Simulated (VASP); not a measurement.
# BN (AA' stacking) (P6_3/mmc) in VASP: further runs

The runs below take BN (AA' stacking) through single point, relaxation of cell and atoms, with PBEsol+D3(BJ).

Everything below comes from runs of VASP 6.6.1. Logs are shortened: lines on timing, memory, paths and dates and some standing lists are left out, and cuts for length are marked.

**1. The cell of the first run**

It takes space group P6_3/mmc (No. 194, hexagonal). The conventional cell has a = 2.501 Å, b = 2.501 Å, c = 6.414 Å, α = 90.00°, β = 90.00°, γ = 120.00°. B (site symmetry -6m2) has 3 N at 1.44 Å within 1.9 Å. N (site symmetry -6m2) has 3 B at 1.44 Å within 1.9 Å.

**2. Single point, PBEsol+D3(BJ)**

Contents of INCAR:

```
SYSTEM = BN
PREC = Accurate
ENCUT = 520
EDIFF = 1E-6
ISMEAR = 0
SIGMA = 0.01
LREAL = .FALSE.
LASPH = .TRUE.
NELM = 100
ALGO = Normal
ISIF = 2
LWAVE = .FALSE.
LCHARG = .FALSE.
GGA = PS
IVDW = 12
NBANDS = 16
```

Contents of KPOINTS:

```
regular mesh
0
G
  12 12 4
  0 0 0
```

Contents of POSCAR:

```
BN
1.0
    2.5005132844      0.0000000000      0.0000000000
   -1.2502566422      2.1655080268      0.0000000000
    0.0000000000      0.0000000000      6.4141554846
B N
2 2
Direct
    0.3333333333      0.6666666667      0.0000000000
    0.6666666667      0.3333333333      0.5000000000
    0.6666666667      0.3333333333      0.0000000000
    0.3333333333      0.6666666667      0.5000000000
```

Potentials or basis: VASP PAW PBE potentials, release 64 (B, N).

Started as:

```
$ cat potpaw_PBE.64/B/POTCAR potpaw_PBE.64/N/POTCAR > POTCAR
$ mpirun -np 1 vasp_std > vasp.out
```

OUTCAR:

```text
SYSTEM = BN
   PREC = Accurate
   ENCUT = 520
   EDIFF = 1E-6
   ISMEAR = 0
   LREAL = .FALSE.
   LASPH = .TRUE.
   NELM = 100
   ISIF = 2
   GGA = PS
   IVDW = 12
 IVDW          = 12

 ion  position               nearest neighbor table
   1  0.333  0.667  0.000-   3 1.44   3 1.44   3 1.44
   2  0.667  0.333  0.500-   4 1.44   4 1.44   4 1.44
   3  0.667  0.333  0.000-   1 1.44   1 1.44   1 1.44
   4  0.333  0.667  0.500-   2 1.44   2 1.44   2 1.44

  LATTYP: Found a hexagonal cell.
 ALAT       =     2.5005132844
 C/A-ratio  =     2.5651355362

  Lattice vectors:

 A1 = (   2.5005132844,   0.0000000000,   0.0000000000)
 A2 = (  -1.2502566422,   2.1655080268,   0.0000000000)
 A3 = (   0.0000000000,   0.0000000000,   6.4141554846)

Analysis of symmetry for initial positions (statically):
=====================================================================
 Subroutine PRICEL returns:
 Original cell was already a primitive cell.

 Routine SETGRP: Setting up the symmetry group for a
 hexagonal supercell.

 Subroutine GETGRP returns: Found 24 space group operations
 (whereof 12 operations were pure point group operations)
 out of a pool of 24 trial point group operations.

The static configuration has the point symmetry D_3h.
 The point group associated with its full space group is D_6h.

Analysis of symmetry for dynamics (positions and initial velocities):
=====================================================================
 Subroutine PRICEL returns:
 Original cell was already a primitive cell.

 Routine SETGRP: Setting up the symmetry group for a
 hexagonal supercell.

 Subroutine GETGRP returns: Found 24 space group operations
 (whereof 12 operations were pure point group operations)
 out of a pool of 24 trial point group operations.

The dynamic configuration has the point symmetry D_3h.
 The point group associated with its full space group is D_6h.

 Subroutine INISYM returns: Found 24 space group operations
 (whereof 12 operations are pure point group operations),
 and found     1 'primitive' translations

----------------------------------------------------------------------------------------

                                     Primitive cell

  volume of cell :      34.7319

  direct lattice vectors                    reciprocal lattice vectors
     2.500513284  0.000000000  0.000000000     0.399917891  0.230892702  0.000000000
    -1.250256642  2.165508027  0.000000000     0.000000000  0.461785404  0.000000000
     0.000000000  0.000000000  6.414155485     0.000000000  0.000000000  0.155905170

  length of vectors
     2.500513284  2.500513284  6.414155485     0.461785404  0.461785404  0.155905170

  position of ions in fractional coordinates (direct lattice)
     0.333333333  0.666666667  0.000000000
     0.666666667  0.333333333  0.500000000
     0.666666667  0.333333333  0.000000000
     0.333333333  0.666666667  0.500000000

  ion indices of the primitive-cell ions
   primitive index   ion index
                 1           1
                 2           2
                 3           3
                 4           4

----------------------------------------------------------------------------------------

 KPOINTS: regular mesh

Automatic generation of k-mesh.
 Grid dimensions read from file:
 generate k-points for:   12   12    4

 Generating k-lattice:

  Cartesian coordinates                     Fractional coordinates (reciprocal lattice)
     0.033326491  0.019241059  0.000000000     0.083333333  0.000000000  0.000000000
     0.000000000  0.038482117  0.000000000     0.000000000  0.083333333  0.000000000
     0.000000000  0.000000000  0.038976292     0.000000000  0.000000000  0.250000000

  Length of vectors
     0.038482117  0.038482117  0.038976292

  Shift w.r.t. Gamma in fractional coordinates (k-lattice)
     0.000000000  0.000000000  0.000000000

 Subroutine IBZKPT returns following result:
 ===========================================

 Found     57 irreducible k-points:

 Following reciprocal coordinates:
            Coordinates               Weight
  0.000000  0.000000  0.000000      1.000000
  0.083333 -0.000000  0.000000      6.000000
  0.166667  0.000000  0.000000      6.000000
  0.250000  0.000000  0.000000      6.000000
  0.333333 -0.000000  0.000000      6.000000
  0.416667 -0.000000  0.000000      6.000000
[... 16 lines left out ...]
  0.250000  0.000000  0.250000     12.000000
  0.333333 -0.000000  0.250000     12.000000
 [... further k-points ...]
   k-points           NKPTS =     57   k-points in BZ     NKDIM =     57   number of bands    NBANDS=     16
   number of dos      NEDOS =    301   number of ions     NIONS =      4
   total plane-waves  NPLWV =  19200
   dimension x,y,z NGX =    20 NGY =   20 NGZ =   48
   dimension x,y,z NGXF=    40 NGYF=   40 NGZF=   96
   ions per type =               2   2
   NGX,Y,Z   is equivalent  to a cutoff of  13.30, 13.30, 12.44 a.u.
   NGXF,Y,Z  is equivalent  to a cutoff of  26.59, 26.59, 24.88 a.u.
 SYSTEM =  BN
   PREC   = accura    normal or accurate (medium, high low for compatibility)
   ISTART =      0    job   : 0-new  1-cont  2-samecut
   ICHARG =      2    charge: 1-file 2-atom 10-const
   ISPIN  =      1    spin polarized calculation?
   LNONCOLLINEAR =      F non collinear calculations
   LSORBIT =      F    spin-orbit coupling
   LASPH  =      T    aspherical Exc in radial PAW
   ENCUT  =  520.0 eV  38.22 Ry    6.18 a.u.   4.65  4.65 11.93*2*pi/ulx,y,z
   NELM   =    100;   NELMIN=  2; NELMDL= -5     # of ELM steps
   EDIFF  = 0.1E-05   stopping-criterion for ELM
   LREAL  =      F    real-space projection
   EDIFFG = 0.1E-04   stopping-criterion for IOM
   NSW    =      0    number of steps for IOM
   IBRION =     -1    ionic relax: 0-MD 1-quasi-New 2-CG
   NFREE  =      0    steps in history (QN), initial steepest desc. (CG)
   ISIF   =      2    stress and relaxation
   ISYM   =      2    0-nonsym 1-usesym 2-fastsym
   POTIM  = 0.5000    time-step for ionic-motion
   TEBEG  =    0.0;   TEEND  =   0.0 temperature during run
   PSTRESS=    0.0 pullay stress
   NELECT =      16.0000    total number of electrons
   NUPDOWN=      -1.0000    fix difference up-down
   EMIN   =  10.00;   EMAX   =-10.00  energy-range for DOS
   EFERMI =   0.00;   METHOD = LEGACY
   ISMEAR =     0;   SIGMA  =   0.01  broadening in eV -4-tet -1-fermi 0-gaus
   EFERMI_NEDOS =   21; number of points for ismear=-14 and -15
   IALGO  =     38    algorithm
   IMIX   =      4    mixing-type and parameters
     AMIX     =   0.40;   BMIX     =  1.00
     AMIX_MAG =   1.60;   BMIX_MAG =  1.00
  volume/ion in A,a.u.               =       8.68        58.60
  Fermi-wavevector in a.u.,A,eV,Ry     =   1.264364  2.389301 21.750484  1.598615
  Thomas-Fermi vector in A             =   2.397673
   LORBIT       =      0    0 simple, 1 ext, 2 COOP (PROOUT), +10 PAW based schemes
   GGA     = PS    functional components
   LHFCALC =     F    Hartree Fock is set to
   AEXX    =    0.0000 exact exchange contribution
   IVDW    =    12    specifies the selected vdW correction
   LEPSILON=     F    determine dielectric tensor
   LRPA    =     F    only Hartree local field effects (RPA)
 non-spin polarized calculation
 Gauss-broadening in eV      SIGMA  =   0.01
  energy-cutoff  :      520.00
  volume of cell :       34.73
 maximum number of plane-waves:       954
 NGX is ok and might be reduce to    20
   NGX =  9   NGY =  9   NGZ = 23

 number of electron      15.9999998 magnetization

 Free energy of the ion-electron system (eV)
  ---------------------------------------------------
  ext. energy  EPLUGINS =         0.00000000
  ---------------------------------------------------
  free energy    TOTEN  =       -36.55349021 eV

  energy without entropy =      -36.55349021  energy(sigma->0) =      -36.55349021

 E-fermi :   2.5827     XC(G=0): -10.5438

 val. band max:        2.5254152117   @ k =   0.3333   0.2500   0.0000
 cond. band min:       6.6159561147   @ k =   0.5000   0.0000   0.0000
 fundamental gap:      4.0905409029
 Fermi energy:         2.5826896947

 k-point     1 :       0.0000    0.0000    0.0000
  band No.  band energies     occupation
      1     -15.3367      2.00000
      2     -14.9439      2.00000
      3      -3.9881      2.00000
      4      -1.4230      2.00000
      5       1.1880      2.00000
      6       1.1880      2.00000
[... 8 lines left out ...]
     15      14.9507      0.00000
     16      15.5625      0.00000

 k-point     2 :       0.0833   -0.0000    0.0000
  band No.  band energies     occupation
      1     -15.1992      2.00000
      2     -14.8121      2.00000
      3      -3.7993      2.00000
      4      -1.2561      2.00000
      5       0.6262      2.00000
      6       0.6760      2.00000
[... 8 lines left out ...]
     15      15.0363      0.00000
     16      15.4247      0.00000

 k-point     3 :       0.1667    0.0000    0.0000
  band No.  band energies     occupation
      1     -14.7934      2.00000
      2     -14.4243      2.00000
      3      -3.2392      2.00000
      4      -0.8003      2.00000
      5      -0.7658      2.00000
      6      -0.7385      2.00000
[... 8 lines left out ...]
     15      16.3916      0.00000
     16      16.5255      0.00000

 k-point     4 :       0.2500    0.0000    0.0000
  band No.  band energies     occupation
      1     -14.1450      2.00000
      2     -13.8081      2.00000
      3      -2.6144      2.00000
      4      -2.5242      2.00000
      5      -2.3318      2.00000
      6      -0.4621      2.00000
[... 8 lines left out ...]
     15      18.3092      0.00000
     16      18.5291      0.00000
[... 324 lines left out ...]
 k-point    22 :       0.1667    0.0000    0.2500
  band No.  band energies     occupation
      1     -14.7427      2.00000
      2     -14.4820      2.00000
      3      -2.9448      2.00000
      4      -1.2535      2.00000
      5      -0.7833      2.00000
      6      -0.7099      2.00000
[... 8 lines left out ...]
     15      16.2598      0.00000
     16      16.3680      0.00000

 k-point    23 :       0.2500    0.0000    0.2500
  band No.  band energies     occupation
      1     -14.0985      2.00000
      2     -13.8604      2.00000
      3      -2.6302      2.00000
      4      -2.5477      2.00000
      5      -2.0132      2.00000
      6      -0.4506      2.00000
[... 8 lines left out ...]
     15      18.5483      0.00000
     16      18.6528      0.00000

 k-point    24 :       0.3333   -0.0000    0.2500
  band No.  band energies     occupation
      1     -13.2793      2.00000
      2     -13.0782      2.00000
      3      -4.4117      2.00000
      4      -4.3288      2.00000
      5      -1.0853      2.00000
      6      -1.0244      2.00000
[... 8 lines left out ...]
     15      19.3854      0.00000
     16      21.0978      0.00000

 [... further k-points ...]

------------------------ aborting loop because EDIFF is reached ----------------------------------------

 Edisp (eV)   -0.41933

 E8    (eV) :    -0.2092

  FORCE on cell =-STRESS in cart. coord.  units (eV):
  Direction    XX          YY          ZZ          XY          YZ          ZX
  --------------------------------------------------------------------------------------
  -------------------------------------------------------------------------------------
  Total       0.11331     0.11331    -0.03328     0.00000     0.00000     0.00000
  in kB       5.22701     5.22701    -1.53523     0.00000     0.00000     0.00000
  external pressure =        2.97 kB  Pullay stress =        0.00 kB

 VOLUME and BASIS-vectors are now :
 -----------------------------------------------------------------------------
  energy-cutoff  :      520.00
  volume of cell :       34.73
      direct lattice vectors                 reciprocal lattice vectors
     2.500513284  0.000000000  0.000000000     0.399917891  0.230892702  0.000000000
    -1.250256642  2.165508027  0.000000000     0.000000000  0.461785404  0.000000000
     0.000000000  0.000000000  6.414155485     0.000000000  0.000000000  0.155905170

 POSITION                                       TOTAL-FORCE (eV/Angst)
 -----------------------------------------------------------------------------------
     -0.00000      1.44367      0.00000         0.000000      0.000000      0.000000
      1.25026      0.72184      3.20708        -0.000000     -0.000000      0.000000
      1.25026      0.72184      0.00000         0.000000      0.000000      0.000000
     -0.00000      1.44367      3.20708        -0.000000      0.000000      0.000000
 -----------------------------------------------------------------------------------
    total drift:                               -0.000000      0.000000      0.000000

  FREE ENERGIE OF THE ION-ELECTRON SYSTEM (eV)
  ---------------------------------------------------
  free  energy   TOTEN  =       -36.9728214157 eV

  energy  without entropy=      -36.9728214157  energy(sigma->0) =      -36.97282142
```

It took 17 s on 1 thread of Intel Xeon Platinum 8375C at 2.90GHz (Ice Lake), shared host; peak memory 0.17 GiB.

Results:

| Quantity | Value |
| --- | --- |
| Free energy | -36.9728 eV |
| Pressure | 0.3 GPa |
| Band gap on the k mesh | 4.09 eV, indirect (least direct gap 4.48 eV) |
| Dispersion energy per atom | -0.105 eV |

Caveat: the PAW data sets were made with another functional, which shifts forces and pressure a little. A k mesh can miss the band edges.

**3. Relaxation of cell and atoms, PBEsol+D3(BJ)**

This run uses another cell than the first one, of 9.08 Å³/atom, 1.045 times its volume.

Contents of INCAR:

```
PREC = Accurate ; ENCUT = 600
EDIFF = 1E-6 ; ISMEAR = 0
SIGMA = 0.01 ; LREAL = False
LASPH = True ; NELM = 100
ALGO = Normal ; ISIF = 3
LWAVE = False ; LCHARG = False
GGA = PS ; IVDW = 12
IBRION = 2 ; NSW = 80
EDIFFG = -0.002
```

Contents of KPOINTS:

```
Automatic mesh
0
Gamma
  12 12 4
```

Contents of POSCAR:

```
BN
1.0
    2.5070000000      0.0000000000      0.0000000000
   -1.2535000000      2.1711256873      0.0000000000
    0.0000000000      0.0000000000      6.6710000000
B N
2 2
Direct
    0.3333333333      0.6666666667      0.0000000000
    0.6666666667      0.3333333333      0.5000000000
    0.6666666667      0.3333333333      0.0000000000
    0.3333333333      0.6666666667      0.5000000000
```

Potentials or basis: VASP PAW PBE potentials, release 64 (B, N).

Started as:

```
$ cat potpaw_PBE.64/B/POTCAR potpaw_PBE.64/N/POTCAR > POTCAR
$ mpirun -np 1 vasp_std > vasp.out
```

OUTCAR:

```text
PREC = Accurate
   ENCUT = 600
   EDIFF = 1E-6
   ISMEAR = 0
   LREAL = False
   LASPH = True
   NELM = 100
   ISIF = 3
   GGA = PS
   IVDW = 12
   IBRION = 2
   NSW = 80
   EDIFFG = -0.002
 IVDW          = 12

 ion  position               nearest neighbor table
   1  0.333  0.667  0.000-   3 1.45   3 1.45   3 1.45
   2  0.667  0.333  0.500-   4 1.45   4 1.45   4 1.45
   3  0.667  0.333  0.000-   1 1.45   1 1.45   1 1.45
   4  0.333  0.667  0.500-   2 1.45   2 1.45   2 1.45

  LATTYP: Found a hexagonal cell.
 ALAT       =     2.5070000000
 C/A-ratio  =     2.6609493418

  Lattice vectors:

 A1 = (   2.5070000000,   0.0000000000,   0.0000000000)
 A2 = (  -1.2535000000,   2.1711256873,   0.0000000000)
 A3 = (   0.0000000000,   0.0000000000,   6.6710000000)

Analysis of symmetry for initial positions (statically):
=====================================================================
 Subroutine PRICEL returns:
 Original cell was already a primitive cell.

 Routine SETGRP: Setting up the symmetry group for a
 hexagonal supercell.

 Subroutine GETGRP returns: Found 24 space group operations
 (whereof 12 operations were pure point group operations)
 out of a pool of 24 trial point group operations.

The static configuration has the point symmetry D_3h.
 The point group associated with its full space group is D_6h.

Analysis of symmetry for dynamics (positions and initial velocities):
[... 286 lines left out ...]
  free  energy   TOTEN  =       -36.9758321114 eV

  energy  without entropy=      -36.9758321114  energy(sigma->0) =      -36.97583211

[... ionic steps 4 to 8 ...]

--------------------------------------- Ionic step        9  -------------------------------------------

 number of electron      16.0000000 magnetization

------------------------ aborting loop because EDIFF is reached ----------------------------------------
[... 79 lines left out ...]
--------------------------------------- Ionic step       11  -------------------------------------------

 number of electron      16.0000000 magnetization

 Free energy of the ion-electron system (eV)
  ---------------------------------------------------
  ext. energy  EPLUGINS =         0.00000000
  ---------------------------------------------------
  free energy    TOTEN  =       -36.56037267 eV

  energy without entropy =      -36.56037267  energy(sigma->0) =      -36.56037267

 E-fermi :   2.6573     XC(G=0): -10.6014

 val. band max:        2.6063548791   @ k =   0.3333   0.2500   0.0000
 cond. band min:       6.6748936142   @ k =   0.5000   0.0000   0.0000
 fundamental gap:      4.0685387351
 Fermi energy:         2.6572605383

 k-point     1 :       0.0000    0.0000    0.0000
  band No.  band energies     occupation
      1     -15.2736      2.00000
      2     -14.8543      2.00000
      3      -3.9589      2.00000
      4      -1.2856      2.00000
      5       1.2577      2.00000
      6       1.2577      2.00000
      7       1.3153      2.00000
      8       1.3153      2.00000
      9       7.9141      0.00000
     10      13.2739      0.00000
     11      14.0712      0.00000
     12      14.0712      0.00000
[... 331 lines left out ...]
 k-point    24 :       0.3333   -0.0000    0.2500
  band No.  band energies     occupation
      1     -13.2117      2.00000
      2     -12.9966      2.00000
      3      -4.3427      2.00000
      4      -4.2525      2.00000
      5      -1.0147      2.00000
      6      -0.9485      2.00000
      7      -0.8229      2.00000
      8       0.7157      2.00000
      9       9.2817      0.00000
     10      10.0768      0.00000
     11      11.6353      0.00000
     12      12.7488      0.00000

 [... further k-points ...]

------------------------ aborting loop because EDIFF is reached ----------------------------------------

 Edisp (eV)   -0.42286

 E8    (eV) :    -0.2109
[... 27 lines left out ...]
  FREE ENERGIE OF THE ION-ELECTRON SYSTEM (eV)
  ---------------------------------------------------
  free  energy   TOTEN  =       -36.9832363153 eV

  energy  without entropy=      -36.9832363153  energy(sigma->0) =      -36.98323632

 reached required accuracy - stopping structural energy minimisation
```

It took 100 s on 1 thread of Intel Xeon Platinum 8375C at 2.90GHz (Ice Lake), shared host; peak memory 0.18 GiB.

What came out:

```yaml
Free_energy: -36.9832 eV
Relaxed_volume: 8.61 Å³/atom
Relaxed_cell: a = 2.501 Å, b = 2.501 Å, c = 6.357 Å, α = 90.00°, β = 90.00°, γ = 120.00°
Space_group_after_relaxing_to_0.05_Å: P6_3/mmc (No. 194)
Energy_gained_by_relaxing: 2.3 meV/atom
Ionic_steps: 11
Pressure_after_relaxing: 0.0 GPa
Band_gap_on_the_k_mesh: 4.07 eV, indirect (least direct gap 4.44 eV)
Dispersion_energy_per_atom: -0.106 eV
```

The path:
```tsv
step	energy change (eV)	largest force (eV/Å)	pressure (GPa)	volume (Å³)
1	0.0000	0.0000	-2.10	36.31
2	0.0028	0.0000	2.96	35.69
3	-0.0017	0.0000	-0.22	36.07
4	-0.0027	0.0000	-0.18	35.95
5	-0.0052	0.0000	-0.12	35.58
6	-0.0085	0.0000	0.05	34.84
7	-0.0051	0.0000	0.65	33.37
8	-0.0091	0.0000	0.19	34.46
9	-0.0091	0.0000	0.20	34.42
10	-0.0080	0.0000	-1.63	34.59
11	-0.0091	0.0000	-0.01	34.44
```

Final structure:
```
B N
1.0
     2.50121    0.00000    0.00000
    -1.25061    2.16611    0.00000
     0.00000    0.00000    6.35705
B N
2 2
Direct
  0.33333 0.66667 0.00000
  0.66667 0.33333 0.50000
  0.66667 0.33333 0.00000
  0.33333 0.66667 0.50000
```

Levels at points of the mesh, in eV from the valence-band top:
```tsv
k point	band 5	band 6	band 7	band 8	band 9	band 10	band 11	band 12
(0.00, 0.00, 0.00)	-1.35	-1.35	-1.29	-1.29	5.31	10.67	11.46	11.46
(0.50, 0.00, 0.00)	-4.19	-4.10	-1.67	-0.38	4.07	5.77	9.48	9.84
(0.00, 0.00, 0.50)	-1.32	-1.32	-1.32	-1.32	7.96	7.96	11.55	11.55
(0.50, 0.00, 0.50)	-4.15	-4.15	-0.98	-0.98	4.59	4.59	9.88	9.88
```

Caveat: the PAW data sets were made with another functional, which shifts forces and pressure a little.
